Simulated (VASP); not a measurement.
# AlCu3 (P4mm) in VASP: a series of runs

Runs on AlCu3. Level: PBEsol. Tasks: single point.

Program: VASP 6.6.1. These are calculated values, not measurements. Logs are shortened: lines on timing, memory, paths and dates and some standing lists are left out, and cuts for length are marked.

**1. The cell of the first run**

It takes space group P4mm (No. 99, tetragonal). Conventional cell: a = 3.632 Å, b = 3.632 Å, c = 3.632 Å, α = 90.00°, β = 90.00°, γ = 90.00°. Within 3.1 Å of Al (site symmetry 4mm) lie 12 Cu at 2.37 to 2.79 Å. Cu (site symmetry 2mm) has 4 Al at 2.37 to 2.79 Å and 8 Cu at 2.57 Å within 3.1 Å. Cu (site symmetry 4mm) has 8 Cu at 2.57 Å and 4 Al at 2.59 Å within 3.4 Å.

**2. Single point, PBEsol (atom 1 (Al) moved -0.300 Å towards its neighbour atom 1 (Al) at 3.632 Å)**

Input file INCAR:

```
PREC     = Accurate       # precision mode
ENCUT    = 520            # plane-wave cutoff, eV
EDIFF    = 1E-6           # SCF threshold, eV
ISMEAR   = 0              # smearing method
SIGMA    = 0.15           # smearing width, eV
LREAL    = F              # projectors in reciprocal space
LASPH    = T              # aspherical terms in the spheres
NELM     = 60             # most SCF steps
ALGO     = Fast           # electronic algorithm
ISIF     = 2              # what is computed and relaxed
LWAVE    = F              # write WAVECAR
LCHARG   = F              # write CHGCAR
GGA      = PS             # functional
NBANDS   = 26             # bands
```

Input file KPOINTS:

```
Automatic mesh
0
Gamma
  14 14 14
```

Input file POSCAR:

```
AlCu3
1.0
    3.6318704096      0.0000000000      0.0000000000
    0.0000000000      3.6318704096      0.0000000000
    0.0000000000      0.0000000000      3.6318704096
Al Cu
1 3
Direct
    0.0826020662      0.0000000000      0.0000000000
    0.5000000000      0.5000000000      0.0000000000
    0.5000000000      0.0000000000      0.5000000000
    0.0000000000      0.5000000000      0.5000000000
```

Potentials or basis: VASP PAW PBE potentials, release 64 (Al, Cu).

Run with:

```
$ cat potpaw_PBE.64/Al/POTCAR potpaw_PBE.64/Cu/POTCAR > POTCAR
$ mpirun -np 1 vasp_std > vasp.out
```

OUTCAR:

```text
PREC = Accurate
   ENCUT = 520
   EDIFF = 1E-6
   ISMEAR = 0
   LREAL = F
   LASPH = T
   NELM = 60
   ISIF = 2
   GGA = PS

 ion  position               nearest neighbor table
   1  0.083  0.000  0.000-   2 2.37   3 2.37   3 2.37   2 2.37   4 2.59   4 2.59   4 2.59   4 2.59
                             2 2.79   3 2.79   3 2.79   2 2.79
   2  0.500  0.500  0.000-   1 2.37   1 2.37   4 2.57   3 2.57   4 2.57   3 2.57   3 2.57   3 2.57
                             4 2.57   4 2.57   1 2.79   1 2.79
   3  0.500  0.000  0.500-   1 2.37   1 2.37   4 2.57   2 2.57   2 2.57   2 2.57   4 2.57   2 2.57
                             4 2.57   4 2.57   1 2.79   1 2.79
   4  0.000  0.500  0.500-   2 2.57   3 2.57   2 2.57   3 2.57   2 2.57   3 2.57   2 2.57   3 2.57
                             1 2.59   1 2.59   1 2.59   1 2.59

  LATTYP: Found a simple cubic cell.
 ALAT       =     3.6318704096

  Lattice vectors:

 A1 = (   3.6318704096,   0.0000000000,   0.0000000000)
 A2 = (   0.0000000000,   3.6318704096,   0.0000000000)
 A3 = (   0.0000000000,   0.0000000000,   3.6318704096)

Analysis of symmetry for initial positions (statically):
=====================================================================
 Subroutine PRICEL returns:
 Original cell was already a primitive cell.

 Routine SETGRP: Setting up the symmetry group for a
 simple cubic supercell.

 Subroutine GETGRP returns: Found  8 space group operations
 (whereof  8 operations were pure point group operations)
 out of a pool of 48 trial point group operations.

The static configuration has the point symmetry C_4v.

Analysis of symmetry for dynamics (positions and initial velocities):
=====================================================================
 Subroutine PRICEL returns:
 Original cell was already a primitive cell.

 Routine SETGRP: Setting up the symmetry group for a
 simple cubic supercell.

 Subroutine GETGRP returns: Found  8 space group operations
 (whereof  8 operations were pure point group operations)
 out of a pool of 48 trial point group operations.

The dynamic configuration has the point symmetry C_4v.

 Subroutine INISYM returns: Found  8 space group operations
 (whereof  8 operations are pure point group operations),
 and found     1 'primitive' translations

----------------------------------------------------------------------------------------

                                     Primitive cell

  volume of cell :      47.9061

  direct lattice vectors                    reciprocal lattice vectors
     3.631870410  0.000000000  0.000000000     0.275340221  0.000000000  0.000000000
     0.000000000  3.631870410  0.000000000     0.000000000  0.275340221  0.000000000
     0.000000000  0.000000000  3.631870410     0.000000000  0.000000000  0.275340221

  length of vectors
     3.631870410  3.631870410  3.631870410     0.275340221  0.275340221  0.275340221

  position of ions in fractional coordinates (direct lattice)
     0.082602066  0.000000000  0.000000000
     0.500000000  0.500000000  0.000000000
     0.500000000  0.000000000  0.500000000
     0.000000000  0.500000000  0.500000000

  ion indices of the primitive-cell ions
   primitive index   ion index
                 1           1
                 2           2
                 3           3
                 4           4

----------------------------------------------------------------------------------------

 KPOINTS: Automatic mesh

Automatic generation of k-mesh.
 Grid dimensions read from file:
 generate k-points for:   14   14   14

 Generating k-lattice:

  Cartesian coordinates                     Fractional coordinates (reciprocal lattice)
     0.019667159  0.000000000  0.000000000     0.071428571  0.000000000  0.000000000
     0.000000000  0.019667159  0.000000000     0.000000000  0.071428571  0.000000000
     0.000000000  0.000000000  0.019667159     0.000000000  0.000000000  0.071428571

  Length of vectors
     0.019667159  0.019667159  0.019667159

  Shift w.r.t. Gamma in fractional coordinates (k-lattice)
     0.000000000  0.000000000  0.000000000

 Subroutine IBZKPT returns following result:
 ===========================================

 Found    288 irreducible k-points:

 Following reciprocal coordinates:
            Coordinates               Weight
  0.000000  0.000000  0.000000      1.000000
  0.071429  0.000000  0.000000      2.000000
  0.000000  0.071429  0.000000      4.000000
  0.142857  0.000000  0.000000      2.000000
  0.000000  0.142857  0.000000      4.000000
  0.214286  0.000000  0.000000      2.000000
[... 16 lines left out ...]
  0.071429  0.000000  0.214286      8.000000
  0.285714  0.071429  0.000000      8.000000
 [... further k-points ...]
   k-points           NKPTS =    288   k-points in BZ     NKDIM =    288   number of bands    NBANDS=     26
   number of dos      NEDOS =    301   number of ions     NIONS =      4
   total plane-waves  NPLWV =  21952
   dimension x,y,z NGX =    28 NGY =   28 NGZ =   28
   dimension x,y,z NGXF=    56 NGYF=   56 NGZF=   56
   ions per type =               1   3
   NGX,Y,Z   is equivalent  to a cutoff of  12.82, 12.82, 12.82 a.u.
   NGXF,Y,Z  is equivalent  to a cutoff of  25.63, 25.63, 25.63 a.u.
 SYSTEM =  unknown system
   PREC   = accura    normal or accurate (medium, high low for compatibility)
   ISTART =      0    job   : 0-new  1-cont  2-samecut
   ICHARG =      2    charge: 1-file 2-atom 10-const
   ISPIN  =      1    spin polarized calculation?
   LNONCOLLINEAR =      F non collinear calculations
   LSORBIT =      F    spin-orbit coupling
   LASPH  =      T    aspherical Exc in radial PAW
   ENCUT  =  520.0 eV  38.22 Ry    6.18 a.u.   6.75  6.75  6.75*2*pi/ulx,y,z
   NELM   =     60;   NELMIN=  2; NELMDL= -5     # of ELM steps
   EDIFF  = 0.1E-05   stopping-criterion for ELM
   LREAL  =      F    real-space projection
   EDIFFG = 0.1E-04   stopping-criterion for IOM
   NSW    =      0    number of steps for IOM
   IBRION =     -1    ionic relax: 0-MD 1-quasi-New 2-CG
   NFREE  =      0    steps in history (QN), initial steepest desc. (CG)
   ISIF   =      2    stress and relaxation
   ISYM   =      2    0-nonsym 1-usesym 2-fastsym
   POTIM  = 0.5000    time-step for ionic-motion
   TEBEG  =    0.0;   TEEND  =   0.0 temperature during run
   PSTRESS=    0.0 pullay stress
   NELECT =      36.0000    total number of electrons
   NUPDOWN=      -1.0000    fix difference up-down
   EMIN   =  10.00;   EMAX   =-10.00  energy-range for DOS
   EFERMI =   0.00;   METHOD = LEGACY
   ISMEAR =     0;   SIGMA  =   0.15  broadening in eV -4-tet -1-fermi 0-gaus
   EFERMI_NEDOS =   21; number of points for ismear=-14 and -15
   IALGO  =     68    algorithm
   IMIX   =      4    mixing-type and parameters
     AMIX     =   0.40;   BMIX     =  1.00
     AMIX_MAG =   1.60;   BMIX_MAG =  1.00
  volume/ion in A,a.u.               =      11.98        80.82
  Fermi-wavevector in a.u.,A,eV,Ry     =   1.488374  2.812618 30.140391  2.215256
  Thomas-Fermi vector in A             =   2.601416
   LORBIT       =      0    0 simple, 1 ext, 2 COOP (PROOUT), +10 PAW based schemes
   GGA     = PS    functional components
   LHFCALC =     F    Hartree Fock is set to
   AEXX    =    0.0000 exact exchange contribution
   IVDW    =     0    specifies the selected vdW correction
   LEPSILON=     F    determine dielectric tensor
   LRPA    =     F    only Hartree local field effects (RPA)
 non-spin polarized calculation
 RMM-DIIS sequential band-by-band and
 Gauss-broadening in eV      SIGMA  =   0.15
  energy-cutoff  :      520.00
  volume of cell :       47.91
 maximum number of plane-waves:      1328
 NGX is ok and might be reduce to    28
   NGX = 13   NGY = 13   NGZ = 13

 number of electron      35.9999975 magnetization

 Free energy of the ion-electron system (eV)
  ---------------------------------------------------
  ext. energy  EPLUGINS =         0.00000000
  ---------------------------------------------------
  free energy    TOTEN  =       -17.44100769 eV

  energy without entropy =      -17.42788649  energy(sigma->0) =      -17.43444709

 E-fermi :   8.6470     XC(G=0): -12.4873

 val. band max:        8.6433994830   @ k =   0.0714   0.0714   0.0000
 cond. band min:       8.6473659041   @ k =   0.1429   0.2143   0.1429
 fundamental gap:      0.0039664211
 Fermi energy:         8.6470353211

 k-point     1 :       0.0000    0.0000    0.0000
  band No.  band energies     occupation
      1      -2.1108      2.00000
      2       3.1524      2.00000
      3       3.5852      2.00000
      4       3.7814      2.00000
      5       3.9488      2.00000
      6       3.9705      2.00000
[... 18 lines left out ...]
     25      19.6644      0.00000
     26      19.9484      0.00000

 k-point     2 :       0.0714    0.0000    0.0000
  band No.  band energies     occupation
      1      -2.0520      2.00000
      2       3.1718      2.00000
      3       3.5587      2.00000
      4       3.8137      2.00000
      5       3.9597      2.00000
      6       3.9780      2.00000
[... 18 lines left out ...]
     25      19.4660      0.00000
     26      19.8940      0.00000

 k-point     3 :       0.0000    0.0714    0.0000
  band No.  band energies     occupation
      1      -2.0514      2.00000
      2       3.1668      2.00000
      3       3.6010      2.00000
      4       3.7704      2.00000
      5       3.9549      2.00000
      6       3.9846      2.00000
[... 18 lines left out ...]
     25      19.2639      0.00000
     26      19.6278      0.00000

 k-point     4 :       0.1429    0.0000    0.0000
  band No.  band energies     occupation
      1      -1.8762      2.00000
      2       3.2140      2.00000
      3       3.4776      2.00000
      4       3.9079      2.00000
      5       3.9911      2.00000
      6       3.9999      2.00000
[... 18 lines left out ...]
     25      18.8868      0.00000
     26      19.9590      0.00000

 k-point     5 :       0.0000    0.1429    0.0000
  band No.  band energies     occupation
      1      -1.8737      2.00000
      2       3.1888      2.00000
      3       3.5981      2.00000
      4       3.7925      2.00000
      5       3.9777      2.00000
      6       4.0215      2.00000
[... 18 lines left out ...]
     25      18.4788      0.00000
     26      19.2360      0.00000

 k-point     6 :       0.2143    0.0000    0.0000
  band No.  band energies     occupation
      1      -1.5867      2.00000
      2       3.1340      2.00000
      3       3.4320      2.00000
      4       4.0335      2.00000
      5       4.0335      2.00000
      6       4.0393      2.00000
[... 427 lines left out ...]
 k-point    21 :       0.2143    0.0714    0.0000
  band No.  band energies     occupation
      1      -1.5286      2.00000
      2       3.1639      2.00000
      3       3.4435      2.00000
      4       4.0039      2.00000
      5       4.0059      2.00000
      6       4.0757      2.00000
[... 18 lines left out ...]
     25      18.4177      0.00000
     26      19.1782      0.00000

 k-point    22 :       0.0000    0.2143    0.0714
  band No.  band energies     occupation
      1      -1.5223      2.00000
      2       3.1316      2.00000
      3       3.5836      2.00000
      4       3.8890      2.00000
      5       4.0153      2.00000
      6       4.0640      2.00000
[... 18 lines left out ...]
     25      18.0182      0.00000
     26      19.0230      0.00000

 k-point    23 :       0.0714    0.0000    0.2143
  band No.  band energies     occupation
      1      -1.5229      2.00000
      2       3.1300      2.00000
      3       3.5742      2.00000
      4       3.9071      2.00000
      5       4.0070      2.00000
      6       4.0776      2.00000
[... 18 lines left out ...]
     25      18.0779      0.00000
     26      19.0555      0.00000

 k-point    24 :       0.2857    0.0714    0.0000
  band No.  band energies     occupation
      1      -1.1325      2.00000
      2       2.7935      2.00000
      3       3.5358      2.00000
      4       4.0449      2.00000
      5       4.0609      2.00000
      6       4.1482      2.00000
[... 18 lines left out ...]
     25      18.1374      0.00000
     26      18.8124      0.00000

 [... further k-points ...]

------------------------ aborting loop because EDIFF is reached ----------------------------------------

  FORCE on cell =-STRESS in cart. coord.  units (eV):
  Direction    XX          YY          ZZ          XY          YZ          ZX
  --------------------------------------------------------------------------------------
  -------------------------------------------------------------------------------------
  Total        1.0310777      1.2791273      1.2791273      0.0000000      0.0000000      0.0000000
  in kB       34.4834687     42.7792644     42.7792644      0.0000000      0.0000000      0.0000000
  external PRESSURE =      40.0139991 kB  Pullay stress =       0.0000000 kB

 VOLUME and BASIS-vectors are now :
 -----------------------------------------------------------------------------
  energy-cutoff  :      520.00
  volume of cell :       47.91
      direct lattice vectors                 reciprocal lattice vectors
     3.631870410  0.000000000  0.000000000     0.275340221  0.000000000  0.000000000
     0.000000000  3.631870410  0.000000000     0.000000000  0.275340221  0.000000000
     0.000000000  0.000000000  3.631870410     0.000000000  0.000000000  0.275340221

 POSITION                                       TOTAL-FORCE (eV/Angst)
 -----------------------------------------------------------------------------------
      0.30000      0.00000      0.00000        -2.312434      0.000000     -0.000000
      1.81594      1.81594      0.00000         1.112054     -0.000000      0.000000
      1.81594      0.00000      1.81594         1.112054     -0.000000      0.000000
      0.00000      1.81594      1.81594         0.088326     -0.000000      0.000000
 -----------------------------------------------------------------------------------
    total drift:                                0.000478      0.000000     -0.000000

  FREE ENERGIE OF THE ION-ELECTRON SYSTEM (eV)
  ---------------------------------------------------
  free  energy   TOTEN  =       -17.4410076931 eV

  energy  without entropy=      -17.4278864867  energy(sigma->0) =      -17.43444709
```

Wall time 9.4 min (1 thread of Intel Xeon 8259CL, shared host); peak memory 0.39 GiB.

Results:

| Quantity | Value |
| --- | --- |
| Free energy | -17.4410 eV |
| Pressure | 4.0 GPa |
| Largest force | 2.312 eV/Å |
| Band gap on the k mesh | zero (band 18 reaches 12.38 eV, above the bottom of band 19 at 6.78 eV) |

Forces in eV/Å, atoms in the order of the input:
```
Al  -2.312  0.000  0.000
Cu   1.112  0.000  0.000
Cu   1.112  0.000  0.000
Cu   0.088  0.000  0.000
```

Stress tensor (GPa, compression positive):
```
3.45 0.00 0.00
0.00 4.28 0.00
0.00 0.00 4.28
```

Caveat: the cell differs from its parent crystal (atom 1 (Al) moved -0.300 Å towards its neighbour atom 1 (Al) at 3.632 Å); the PAW data sets were made with another functional, which shifts forces and pressure a little.

**3. Single point, PBEsol (atom 1 (Al) moved +0.225 Å towards its neighbour atom 1 (Al) at 3.632 Å)**

Input file INCAR:

```
PREC = Accurate
ENCUT = 520
EDIFF = 1E-7
ISMEAR = 0
SIGMA = 0.15
LREAL = False
LASPH = True
NELM = 80
ALGO = Fast
ISIF = 2
LWAVE = False
LCHARG = False
GGA = PS
NBANDS = 26
```

KPOINTS is that of step 2.

Changes to POSCAR since step 2:

```diff
@@ -8,3 +8,3 @@
 Direct
-    0.0826020662      0.0000000000      0.0000000000
+   -0.0619515496      0.0000000000      0.0000000000
     0.5000000000      0.5000000000      0.0000000000
```

Potentials or basis: VASP PAW PBE potentials, release 64 (Al, Cu).

Run with:

```
$ cat potpaw_PBE.64/Al/POTCAR potpaw_PBE.64/Cu/POTCAR > POTCAR
$ mpirun -np 1 vasp_std > vasp.out
```

OUTCAR:

```text
PREC = Accurate
   ENCUT = 520
   EDIFF = 1E-7
   ISMEAR = 0
   LREAL = False
   LASPH = True
   NELM = 80
   ISIF = 2
   GGA = PS

 ion  position               nearest neighbor table
   1  0.938  0.000  0.000-   2 2.41   3 2.41   3 2.41   2 2.41   4 2.58   4 2.58   4 2.58   4 2.58
                             2 2.73   3 2.73   3 2.73   2 2.73
   2  0.500  0.500  0.000-   1 2.41   1 2.41   4 2.57   3 2.57   4 2.57   3 2.57   3 2.57   3 2.57
                             4 2.57   4 2.57   1 2.73   1 2.73
   3  0.500  0.000  0.500-   1 2.41   1 2.41   4 2.57   2 2.57   2 2.57   2 2.57   4 2.57   2 2.57
[... 903 lines left out ...]
  -------------------------------------------------------------------------------------
  Total        0.6756574      0.7928419      0.7928419     -0.0000000     -0.0000000      0.0000000
  in kB       22.5967554     26.5158868     26.5158868     -0.0000000     -0.0000000      0.0000000
  external PRESSURE =      25.2095097 kB  Pullay stress =       0.0000000 kB

 VOLUME and BASIS-vectors are now :
 -----------------------------------------------------------------------------
  energy-cutoff  :      520.00
  volume of cell :       47.91
      direct lattice vectors                 reciprocal lattice vectors
     3.631870410  0.000000000  0.000000000     0.275340221  0.000000000  0.000000000
     0.000000000  3.631870410  0.000000000     0.000000000  0.275340221  0.000000000
     0.000000000  0.000000000  3.631870410     0.000000000  0.000000000  0.275340221

 POSITION                                       TOTAL-FORCE (eV/Angst)
 -----------------------------------------------------------------------------------
      3.40687      0.00000      0.00000         1.699517      0.000000     -0.000000
      1.81594      1.81594      0.00000        -0.816851     -0.000000      0.000000
      1.81594      0.00000      1.81594        -0.816851     -0.000000      0.000000
      0.00000      1.81594      1.81594        -0.065814     -0.000000      0.000000
 -----------------------------------------------------------------------------------
    total drift:                               -0.000393      0.000000     -0.000000

  FREE ENERGIE OF THE ION-ELECTRON SYSTEM (eV)
  ---------------------------------------------------
  free  energy   TOTEN  =       -17.5912385905 eV

  energy  without entropy=      -17.5777087185  energy(sigma->0) =      -17.58447365
```

It took 9.5 min on 1 thread of Intel Xeon 8259CL, shared host; peak memory 0.39 GiB.

Results:

```yaml
Free_energy: -17.5912 eV
Pressure: 2.5 GPa
Largest_force: 1.700 eV/Å
Band_gap_on_the_k_mesh: zero (band 18 reaches 12.40 eV, above the bottom of band 19 at 6.79 eV)
```

Forces in eV/Å, atoms in the order of the input:
```
Al   1.700  0.000  0.000
Cu  -0.817  0.000  0.000
Cu  -0.817  0.000  0.000
Cu  -0.066  0.000  0.000
```

Levels at points of the mesh, in eV from the Fermi level:
```tsv
k point	band 16	band 17	band 18	band 19	band 20	band 21
(0.00, 0.00, 0.00)	-2.09	-0.29	-0.29	-0.20	4.31	4.36
(0.50, 0.00, 0.00)	-2.57	-2.14	3.52	3.52	4.16	4.16
(0.00, 0.50, 0.00)	-2.52	-2.09	3.76	3.79	3.91	3.91
(0.50, 0.50, 0.00)	-2.80	-2.42	-1.23	-1.21	5.92	6.47
(0.00, 0.50, 0.50)	-2.82	-2.37	-1.26	-1.26	5.79	6.48
(0.50, 0.50, 0.50)	-2.29	-2.29	-2.27	-1.52	1.32	1.72
```

Caveat: the cell differs from its parent crystal (atom 1 (Al) moved +0.225 Å towards its neighbour atom 1 (Al) at 3.632 Å); the PAW data sets were made with another functional, which shifts forces and pressure a little.

(Part 1 of 2 ends here.)
